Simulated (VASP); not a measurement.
Write the native input for VASP 6.6.1 that does the following.

```
Task                   : single point
Functional             : PBE
Potentials or basis    : VASP PAW PBE potentials, release 64 (In_d, As)
Cutoff                 : 520 eV
k mesh                 : 6 × 4 × 6
Occupations            : fermi-dirac, width 0.02 eV
Spin                   : no spin polarisation
Dipole correction      : no
Further INCAR settings : ALGO = Normal; EDIFF = 1e-06; NBANDS = 26
```

The structure of InAs (zincblende type) lies in POSCAR:

```
InAs
1.0
   -3.0934757628      3.0934757628      0.0000000000
    0.0000000000      0.0000000000      6.1869515256
    3.0934757628      3.0934757628      0.0000000000
In As
2 2
Direct
    0.0000000000      0.0000000000      0.0000000000
    0.5000000000      0.5000000000      0.5000000000
    0.0000000000      0.2500000000      0.5000000000
    0.5000000000      0.7500000000      0.0000000000
```

The input as run:

INCAR

```
PREC = Accurate
ENCUT = 520
EDIFF = 1E-6
ISMEAR = -1
SIGMA = 0.02
LREAL = False
LASPH = True
NELM = 80
ALGO = Normal
ISIF = 2
LWAVE = False
LCHARG = True
GGA = PE
LELF = True
LVHAR = True
NBANDS = 26
```

KPOINTS

```
Automatic mesh
0
Gamma
  6 4 6
```

Potentials or basis: VASP PAW PBE potentials, release 64 (In_d, As).

The run is started by

```console
$ cat potpaw_PBE.64/In_d/POTCAR potpaw_PBE.64/As/POTCAR > POTCAR
$ mpirun -np 1 vasp_std > vasp.out
```

It gave:

* Pressure: 0.1 GPa
* Band gap on the k mesh: zero (filled and empty bands touch)

Caveat: semilocal functionals underestimate gaps, and a narrow one can read as zero; spin-orbit coupling is left out, which moves the levels of the heavy elements.

It took 36 s on 1 thread of Intel(R) Xeon(R) 6975P-C (Granite Rapids), with other jobs on the host, peak memory 0.28 GiB.
